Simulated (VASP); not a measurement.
# AlAs (F-43m) in VASP: further runs, part 2 of 2

VASP 6.6.1.

## 4. Electric field gradients, PBE (23.13 Å³/atom)

This run uses another cell than the first one, of 23.13 Å³/atom.

INCAR

```
ALGO = Normal ; EDIFF = 1E-8
ENCUT = 400 ; GGA = PE
GGA_COMPAT = F ; ISIF = 2
ISMEAR = -1 ; LASPH = T
LCHARG = F ; LEFG = T
LREAL = F ; LWAVE = F
NBANDS = 11 ; NELM = 120
PREC = Accurate ; SIGMA = 0.05
```

KPOINTS

```
k-points
0
Gamma
  10 10 10
```

POSCAR

```
AlAs
1.0
    0.0000000000      2.8491449171      2.8491449171
    2.8491449171      0.0000000000      2.8491449171
    2.8491449171      2.8491449171      0.0000000000
Al As
1 1
Direct
    0.0000000000      0.0000000000      0.0000000000
    0.7500000000      0.7500000000      0.7500000000
```

Potentials or basis: VASP PAW PBE potentials, release 64 (Al, As).

Started as:

```console
> cat potpaw_PBE.64/Al/POTCAR potpaw_PBE.64/As/POTCAR > POTCAR
> mpirun -np 1 vasp_std > vasp.out
```

OUTCAR:

```text
EDIFF = 1E-8
   ENCUT = 400
   GGA = PE
   ISIF = 2
   ISMEAR = -1
   LASPH = T
   LREAL = F
   NELM = 120
   PREC = Accurate

 ion  position               nearest neighbor table
   1  0.000  0.000  0.000-   2 2.47   2 2.47   2 2.47   2 2.47
   2  0.750  0.750  0.750-   1 2.47   1 2.47   1 2.47   1 2.47

  LATTYP: Found a face centered cubic cell.
 ALAT       =     5.6982898342

  Lattice vectors:

 A1 = (   0.0000000000,   2.8491449171,   2.8491449171)
 A2 = (   2.8491449171,   0.0000000000,   2.8491449171)
 A3 = (   2.8491449171,   2.8491449171,   0.0000000000)

[... 547 lines left out ...]
  free  energy   TOTEN  =        -9.3856305821 eV

  energy  without entropy=       -9.3856305758  energy(sigma->0) =       -9.38563058

 Electric field gradients (V/A^2)
---------------------------------------------------------------------
 ion       V_xx      V_yy      V_zz      V_xy      V_xz      V_yz
---------------------------------------------------------------------
   1      -0.000     0.000     0.000    -0.000    -0.000    -0.000
   2      -0.000    -0.000     0.000    -0.000    -0.000    -0.000
---------------------------------------------------------------------

 Electric field gradients after diagonalization (V/A^2)
 (convention: |V_zz| > |V_xx| > |V_yy|)
----------------------------------------------------------------------
 ion       V_xx      V_yy      V_zz     asymmetry (V_yy - V_xx)/ V_zz
----------------------------------------------------------------------
   1       0.000     0.000    -0.000       0.000
   2       0.000     0.000    -0.001       0.000
----------------------------------------------------------------------

           NMR quadrupolar parameters

 Cq : quadrupolar parameter    Cq=e*Q*V_zz/h
 eta: asymmetry parameters     (V_yy - V_xx)/ V_zz
 Q  : nuclear electric quadrupole moment in mb (millibarn)
----------------------------------------------------------------------
 ion       Cq(MHz)       eta       Q (mb)
----------------------------------------------------------------------
   1      -0.000       0.000       1.000
   2      -0.000       0.000       1.000
----------------------------------------------------------------------
```

stdout:

```text
POSCAR found type information on POSCAR AlAs
 POSCAR found :  2 types and       2 ions
 scaLAPACK will be used
 LDA part: xc-table for (Slater+PW92), standard interpolation
 POSCAR, INCAR and KPOINTS ok, starting setup
 FFT: planning ... GRIDC
 FFT: planning ... GRID_SOFT
 FFT: planning ... GRID
 WAVECAR not read
 entering main loop
ion   1

ion   2
```

Run time: 10 s. Hardware: 1 thread of Intel Xeon 6975P-C (Granite Rapids), shared host; peak memory 0.16 GiB.

Results:

* Free energy: -9.3856 eV
* Pressure: 1.3 GPa
* Band gap on the k mesh: 1.47 eV (least direct gap 1.90 eV)
* Largest electric field gradient by atom: zero within the noise of the run

A k mesh can miss the band edges.

## 5. Electric field gradients, PBE (24.04 Å³/atom)

This run uses another cell than the first one, of 24.04 Å³/atom.

INCAR

```
ALGO = Normal
EDIFF = 1E-8
ENCUT = 400
GGA = PE
GGA_COMPAT = F
ISIF = 2
ISMEAR = -1
LASPH = T
LCHARG = F
LEFG = T
LREAL = F
LWAVE = F
NBANDS = 11
NELM = 120
PREC = Accurate
SIGMA = 0.05
```

KPOINTS is that of step 4.

POSCAR

```
AlAs
1.0
    0.0000000000      2.8859121326      2.8859121326
    2.8859121326      0.0000000000      2.8859121326
    2.8859121326      2.8859121326      0.0000000000
Al As
1 1
Direct
    0.0000000000      0.0000000000      0.0000000000
    0.7500000000      0.7500000000      0.7500000000
```

Potentials or basis: VASP PAW PBE potentials, release 64 (Al, As).

Started as:

```console
> cat potpaw_PBE.64/Al/POTCAR potpaw_PBE.64/As/POTCAR > POTCAR
> mpirun -np 1 vasp_std > vasp.out
```

OUTCAR:

```text
EDIFF = 1E-8
   ENCUT = 400
   GGA = PE
   ISIF = 2
   ISMEAR = -1
   LASPH = T
   LREAL = F
   NELM = 120
   PREC = Accurate

 ion  position               nearest neighbor table
   1  0.000  0.000  0.000-   2 2.50   2 2.50   2 2.50   2 2.50
   2  0.750  0.750  0.750-   1 2.50   1 2.50   1 2.50   1 2.50

  LATTYP: Found a face centered cubic cell.
 ALAT       =     5.7718242652

  Lattice vectors:

 A1 = (   0.0000000000,   2.8859121326,   2.8859121326)
 A2 = (   2.8859121326,   0.0000000000,   2.8859121326)
 A3 = (   2.8859121326,   2.8859121326,   0.0000000000)

[... 546 lines left out ...]
  free  energy   TOTEN  =        -9.3849366296 eV

  energy  without entropy=       -9.3849366258  energy(sigma->0) =       -9.38493663

 Electric field gradients (V/A^2)
---------------------------------------------------------------------
 ion       V_xx      V_yy      V_zz      V_xy      V_xz      V_yz
---------------------------------------------------------------------
   1      -0.000    -0.000     0.000    -0.000    -0.000    -0.000
   2      -0.000     0.000     0.000    -0.000    -0.000    -0.000
---------------------------------------------------------------------

 Electric field gradients after diagonalization (V/A^2)
 (convention: |V_zz| > |V_xx| > |V_yy|)
----------------------------------------------------------------------
 ion       V_xx      V_yy      V_zz     asymmetry (V_yy - V_xx)/ V_zz
----------------------------------------------------------------------
   1       0.000     0.000    -0.000       0.000
   2       0.000     0.000    -0.001       0.000
----------------------------------------------------------------------

           NMR quadrupolar parameters

 Cq : quadrupolar parameter    Cq=e*Q*V_zz/h
 eta: asymmetry parameters     (V_yy - V_xx)/ V_zz
 Q  : nuclear electric quadrupole moment in mb (millibarn)
----------------------------------------------------------------------
 ion       Cq(MHz)       eta       Q (mb)
----------------------------------------------------------------------
   1      -0.000       0.000       1.000
   2      -0.000       0.000       1.000
----------------------------------------------------------------------
```

OSZICAR:

```text
N       E                     dE             d eps       ncg     rms          rms(c)
DAV:   1     0.101651282887E+02    0.10165E+02   -0.25272E+03  1042   0.429E+02
DAV:   2    -0.883276278433E+01   -0.18998E+02   -0.18170E+02  1365   0.785E+01
DAV:   3    -0.958854541205E+01   -0.75578E+00   -0.75487E+00  1288   0.154E+01
DAV:   4    -0.959445256914E+01   -0.59072E-02   -0.59067E-02  1176   0.166E+00
DAV:   5    -0.959456567079E+01   -0.11310E-03   -0.11310E-03  1287   0.221E-01    0.306E+00
DAV:   6    -0.941223753434E+01    0.18233E+00   -0.35139E-01  1112   0.209E+00    0.176E+00
DAV:   7    -0.938405062919E+01    0.28187E-01   -0.15668E-01  1187   0.152E+00    0.669E-01
DAV:   8    -0.938468043415E+01   -0.62980E-03   -0.11067E-02  1127   0.477E-01    0.114E-01
DAV:   9    -0.938477781522E+01   -0.97381E-04   -0.43160E-04  1241   0.114E-01    0.656E-02
DAV:  10    -0.938493271756E+01   -0.15490E-03   -0.21765E-04  1126   0.770E-02    0.854E-03
DAV:  11    -0.938493618570E+01   -0.34681E-05   -0.23802E-05  1258   0.197E-02    0.537E-03
DAV:  12    -0.938493641847E+01   -0.23277E-06   -0.20272E-06  1166   0.714E-03    0.202E-03
DAV:  13    -0.938493665038E+01   -0.23191E-06   -0.20061E-07  1250   0.236E-03    0.127E-03
DAV:  14    -0.938493662672E+01    0.23656E-07   -0.25596E-08  1187   0.703E-04    0.152E-04
DAV:  15    -0.938493662958E+01   -0.28523E-08   -0.17294E-09   616   0.202E-04
   1 F= -.93849366E+01 E0= -.93849366E+01  d E =-.376026E-08
```

stdout:

```text
POSCAR found type information on POSCAR AlAs
 POSCAR found :  2 types and       2 ions
 scaLAPACK will be used
 LDA part: xc-table for (Slater+PW92), standard interpolation
 POSCAR, INCAR and KPOINTS ok, starting setup
 FFT: planning ... GRIDC
 FFT: planning ... GRID_SOFT
 FFT: planning ... GRID
 WAVECAR not read
 entering main loop
ion   1

ion   2
```

Run time: 10 s. Hardware: 1 thread of Intel Xeon 6975P-C (Granite Rapids), shared host; peak memory 0.16 GiB.

Results:

```
Free energy                             : -9.3849 eV
Pressure                                : -1.3 GPa
Band gap on the k mesh                  : 1.53 eV (least direct gap 1.61 eV)
Largest electric field gradient by atom : zero within the noise of the run
```

## 6. Electric field gradients, PBE (24.04 Å³/atom)

This run uses another cell than the first one, of 24.04 Å³/atom.

INCAR

```
SYSTEM = AlAs
PREC     = Accurate       ! precision mode
ENCUT    = 400            ! plane-wave cutoff, eV
EDIFF    = 1E-8           ! SCF threshold, eV
ISMEAR   = -1             ! smearing method
SIGMA    = 0.05           ! smearing width, eV
LREAL    = .False.        ! projectors in reciprocal space
LASPH    = .True.         ! aspherical terms in the spheres
NELM     = 120            ! most SCF steps
ALGO     = Normal         ! electronic algorithm
ISIF     = 2              ! what is computed and relaxed
LWAVE    = .False.        ! write WAVECAR
LCHARG   = .False.        ! write CHGCAR
GGA      = PE             ! functional
LEFG     = .True.       
NBANDS   = 11             ! bands
GGA_COMPAT= .False.
```

KPOINTS

```
Automatic mesh
0
Gamma
  10 10 10
  0 0 0
```

POSCAR is that of step 5.

Potentials or basis: VASP PAW PBE potentials, release 64 (Al, As).

Started as:

```console
> cat potpaw_PBE.64/Al/POTCAR potpaw_PBE.64/As/POTCAR > POTCAR
> mpirun -np 1 vasp_std > vasp.out
```

OUTCAR:

```text
SYSTEM = AlAs
   PREC = Accurate
   ENCUT = 400
   EDIFF = 1E-8
   ISMEAR = -1
   LREAL = .False.
   LASPH = .True.
   NELM = 120
   ISIF = 2
   GGA = PE

 ion  position               nearest neighbor table
   1  0.000  0.000  0.000-   2 2.50   2 2.50   2 2.50   2 2.50
   2  0.750  0.750  0.750-   1 2.50   1 2.50   1 2.50   1 2.50

  LATTYP: Found a face centered cubic cell.
 ALAT       =     5.7718242652

  Lattice vectors:

 A1 = (   0.0000000000,   2.8859121326,   2.8859121326)
 A2 = (   2.8859121326,   0.0000000000,   2.8859121326)
[... 547 lines left out ...]
  ---------------------------------------------------
  free  energy   TOTEN  =        -9.3849366296 eV

  energy  without entropy=       -9.3849366258  energy(sigma->0) =       -9.38493663

 Electric field gradients (V/A^2)
---------------------------------------------------------------------
 ion       V_xx      V_yy      V_zz      V_xy      V_xz      V_yz
---------------------------------------------------------------------
   1      -0.000    -0.000     0.000    -0.000    -0.000    -0.000
   2      -0.000     0.000     0.000    -0.000    -0.000    -0.000
---------------------------------------------------------------------

 Electric field gradients after diagonalization (V/A^2)
 (convention: |V_zz| > |V_xx| > |V_yy|)
----------------------------------------------------------------------
 ion       V_xx      V_yy      V_zz     asymmetry (V_yy - V_xx)/ V_zz
----------------------------------------------------------------------
   1       0.000     0.000    -0.000       0.000
   2       0.000     0.000    -0.001       0.000
----------------------------------------------------------------------

           NMR quadrupolar parameters

 Cq : quadrupolar parameter    Cq=e*Q*V_zz/h
 eta: asymmetry parameters     (V_yy - V_xx)/ V_zz
 Q  : nuclear electric quadrupole moment in mb (millibarn)
----------------------------------------------------------------------
 ion       Cq(MHz)       eta       Q (mb)
----------------------------------------------------------------------
   1      -0.000       0.000       1.000
   2      -0.000       0.000       1.000
----------------------------------------------------------------------
```

OSZICAR:

```text
N       E                     dE             d eps       ncg     rms          rms(c)
DAV:   1     0.101651282887E+02    0.10165E+02   -0.25272E+03  1042   0.429E+02
DAV:   2    -0.883276278433E+01   -0.18998E+02   -0.18170E+02  1365   0.785E+01
DAV:   3    -0.958854541205E+01   -0.75578E+00   -0.75487E+00  1288   0.154E+01
DAV:   4    -0.959445256914E+01   -0.59072E-02   -0.59067E-02  1176   0.166E+00
DAV:   5    -0.959456567079E+01   -0.11310E-03   -0.11310E-03  1287   0.221E-01    0.306E+00
DAV:   6    -0.941223753434E+01    0.18233E+00   -0.35139E-01  1112   0.209E+00    0.176E+00
DAV:   7    -0.938405062919E+01    0.28187E-01   -0.15668E-01  1187   0.152E+00    0.669E-01
DAV:   8    -0.938468043415E+01   -0.62980E-03   -0.11067E-02  1127   0.477E-01    0.114E-01
DAV:   9    -0.938477781522E+01   -0.97381E-04   -0.43160E-04  1241   0.114E-01    0.656E-02
DAV:  10    -0.938493271756E+01   -0.15490E-03   -0.21765E-04  1126   0.770E-02    0.854E-03
DAV:  11    -0.938493618570E+01   -0.34681E-05   -0.23802E-05  1258   0.197E-02    0.537E-03
DAV:  12    -0.938493641847E+01   -0.23277E-06   -0.20272E-06  1166   0.714E-03    0.202E-03
DAV:  13    -0.938493665038E+01   -0.23191E-06   -0.20061E-07  1250   0.236E-03    0.127E-03
DAV:  14    -0.938493662672E+01    0.23656E-07   -0.25596E-08  1187   0.703E-04    0.152E-04
DAV:  15    -0.938493662958E+01   -0.28523E-08   -0.17294E-09   616   0.202E-04
   1 F= -.93849366E+01 E0= -.93849366E+01  d E =-.376026E-08
```

Wall time 9.5 s (1 thread of Intel Xeon 6975P-C (Granite Rapids), shared host); peak memory 0.16 GiB.

Results:

```
Free energy                             : -9.3849 eV
Pressure                                : -1.3 GPa
Band gap on the k mesh                  : 1.53 eV (least direct gap 1.61 eV)
Largest electric field gradient by atom : zero within the noise of the run
```

Levels at points of the mesh, in eV from the valence-band top:
| k point | band 1 | band 2 | band 3 | band 4 | band 5 | band 6 | band 7 | band 8 | band 9 |
| --- | --- | --- | --- | --- | --- | --- | --- | --- | --- |
| (0.00, 0.00, 0.00) | -11.55 | 0.00 | 0.00 | 0.00 | 1.61 | 4.19 | 4.19 | 4.19 | 8.56 |
| (0.50, 0.00, 0.00) | -10.26 | -5.32 | -0.78 | -0.78 | 1.93 | 4.64 | 4.64 | 7.64 | 10.72 |
| (0.50, 0.50, 0.00) | -9.76 | -5.24 | -2.05 | -2.05 | 1.53 | 2.29 | 9.88 | 9.88 | 11.15 |

A k mesh can miss the band edges.

## 7. The runs side by side

| cell | gap on the mesh (eV) | pressure (GPa) |
| --- | --- | --- |
| a = 4.003 Å, angles 60.0°, 2 atoms | 1.44 | 2.8 |
| a = 4.029 Å, angles 60.0°, 2 atoms | 1.47 | 1.3 |
| a = 4.081 Å, angles 60.0°, 2 atoms | 1.53 | -1.3 |

Alike in all rows: task electric field gradients; level PBE; potentials or basis VASP PAW PBE potentials, release 64 (Al, As); no spin polarisation; k mesh 10 × 10 × 10; cutoff (eV) 400; smearing fermi-dirac 0.05 eV.

Absolute energies hang on the potentials; compare differences alone.
